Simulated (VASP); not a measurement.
CaO:

```
Ca O
1.0
     4.00392    0.00000    0.00000
    -2.00196    3.46749    0.00000
     0.00000    0.00000    4.80859
Ca O
2 2
Direct
  0.33333 0.66667 0.25000
  0.66667 0.33333 0.75000
  0.66667 0.33333 0.25000
  0.33333 0.66667 0.75000
```

| Property | Result |
| --- | --- |
| Program | VASP 6.6.1 |
| Task | relaxation of cell and atoms |
| Functional | PBEsol |
| Potentials or basis | VASP PAW PBE potentials, release 64 (Ca_sv, O) |
| Cutoff | 600 eV |
| k mesh | 6 × 6 × 6 |
| Occupations | fermi-dirac, width 0.02 eV |
| Spin | no spin polarisation |

At the start: pressure -2.9 GPa; volume 16.69 Å³/atom.

Q: Where does the relaxation end?

A: Over 3 steps the energy falls by 5.0 meV/atom and the volume is 16.15 Å³/atom (-3.2 %); space group P6_3/mmc (No. 194, to 0.1 Å) before and after.

The path:
| step | energy change (eV) | largest force (eV/Å) | pressure (GPa) | volume (Å³) |
| --- | --- | --- | --- | --- |
| 1 | 0.0000 | 0.0000 | -2.85 | 66.76 |
| 2 | -0.0178 | 0.0000 | 1.01 | 63.93 |
| 3 | -0.0199 | 0.0000 | 0.00 | 64.61 |

Final structure:
```
Ca O
1.0
     3.96319    0.00000    0.00000
    -1.98159    3.43222    0.00000
     0.00000    0.00000    4.74963
Ca O
2 2
Direct
  0.33333 0.66667 0.25000
  0.66667 0.33333 0.75000
  0.66667 0.33333 0.25000
  0.33333 0.66667 0.75000
```

Caveat: the PAW data sets were made with another functional, which shifts forces and pressure a little.
